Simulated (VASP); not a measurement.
Wanted: the native input for a VASP 6.6.1 run.

| Item | Value |
| --- | --- |
| Task | single point |
| Functional | r2SCANh |
| Potentials or basis | VASP PAW PBE potentials, release 64 (Cu) |
| Cutoff | 520 eV |
| k mesh | 7 × 7 × 7 |
| Occupations | fermi-dirac, width 0.05 eV |
| Spin | no spin polarisation |
| Dipole correction | no |
| Grid for exact exchange (PRECFOCK) | Normal |
| Further INCAR settings | ALGO = Normal; EDIFF = 1e-06; NBANDS = 12 |

Crystal: Cu.

```
CELL_PARAMETERS angstrom
0.00000 1.80750 1.80750
1.80750 0.00000 1.80750
1.80750 1.80750 0.00000
ATOMIC_POSITIONS crystal
Cu 0.00000 0.00000 0.00000
```

These files were run (other wordings do the same):

POSCAR

```
Cu
1.0
    0.0000000000      1.8075000000      1.8075000000
    1.8075000000      0.0000000000      1.8075000000
    1.8075000000      1.8075000000      0.0000000000
Cu
1
Direct
    0.0000000000      0.0000000000      0.0000000000
```

INCAR.step1

```
SYSTEM = Cu
PREC = Accurate
ENCUT = 520
EDIFF = 1E-5
ISMEAR = -1
SIGMA = 0.05
LREAL = .FALSE.
LASPH = .TRUE.
NELM = 100
ALGO = Normal
ISIF = 2
LWAVE = .TRUE.
GGA = PE
NBANDS = 12
```

INCAR.step2

```
SYSTEM = Cu
PREC = Accurate
ENCUT = 520
EDIFF = 1E-6
ISMEAR = -1
SIGMA = 0.05
LREAL = .FALSE.
LASPH = .TRUE.
NELM = 100
ALGO = Normal
ISIF = 2
LWAVE = .FALSE.
LCHARG = .TRUE.
METAGGA = R2SCAN
LHFCALC = .TRUE.
AEXX = 0.1
LMIXTAU = .TRUE.
PRECFOCK = Normal
LELF = .TRUE.
LVHAR = .TRUE.
ISTART = 1
NBANDS = 12
```

KPOINTS

```
Automatic mesh
0
G
  7 7 7
  0 0 0
```

Potentials or basis: VASP PAW PBE potentials, release 64 (Cu).

Launch:

```sh
$ cat potpaw_PBE.64/Cu/POTCAR > POTCAR
$ cp INCAR.step1 INCAR
$ mpirun -np 1 vasp_std > vasp.out
$ cp INCAR.step2 INCAR
$ mpirun -np 1 vasp_std > vasp.out
```

It gave:

* Pressure: -3.6 GPa

Caveat: the k points lie up to 0.43 Å⁻¹ apart; the PAW data sets were made with another functional, which shifts forces and pressure a little.

It took 13 min on 1 thread of Intel(R) Xeon(R) Platinum 8488C (Sapphire Rapids), with other jobs on the host, peak memory 0.13 GiB.
